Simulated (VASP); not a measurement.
Wanted: the native input for a VASP 6.6.1 run.

| Property | Result |
| --- | --- |
| Task | single point |
| Functional | PBE |
| Potentials or basis | VASP PAW PBE potentials, release 64 (Na_pv, Cl) |
| Cutoff | 520 eV |
| k mesh | 6 × 6 × 4 |
| Occupations | gaussian, width 0.01 eV |
| Spin | no spin polarisation |
| Dipole correction | no |
| Further INCAR settings | ALGO = Normal; EDIFF = 1e-06; NBANDS = 22 |

The structure of NaCl lies in POSCAR:

```
NaCl
1.0
    3.8922715770      0.0000000000      0.0000000000
   -1.9461357885      3.3708060641      0.0000000000
    0.0000000000      0.0000000000      6.7368165382
Na Cl
2 2
Direct
    0.0000000000      0.0000000000      0.0000000000
    0.0000000000      0.0000000000      0.5000000000
    0.3333333333      0.6666666667      0.2500000000
    0.6666666667      0.3333333333      0.7500000000
```

One way to write it, as run:

INCAR

```
SYSTEM = NaCl
ALGO = Normal
EDIFF = 1E-6
ENCUT = 520
GGA = PE
ISIF = 2
ISMEAR = 0
LASPH = .True.
LCHARG = .False.
LREAL = .False.
LWAVE = .False.
NBANDS = 22
NELM = 60
PREC = Accurate
SIGMA = 0.01
```

KPOINTS

```
k-points
0
Gamma
  6 6 4
  0 0 0
```

Potentials or basis: VASP PAW PBE potentials, release 64 (Na_pv, Cl).

Command:

```sh
$ cat potpaw_PBE.64/Na_pv/POTCAR potpaw_PBE.64/Cl/POTCAR > POTCAR
$ mpirun -np 1 vasp_std > vasp.out
```

It gave:

```json
{
  "Pressure": "1.2 GPa",
  "Band gap on the k mesh": "5.07 eV"
}
```

It took 45 s on 1 thread of Intel(R) Xeon(R) Platinum 8375C CPU @ 2.90GHz (Ice Lake), with other jobs on the host, peak memory 0.2 GiB.
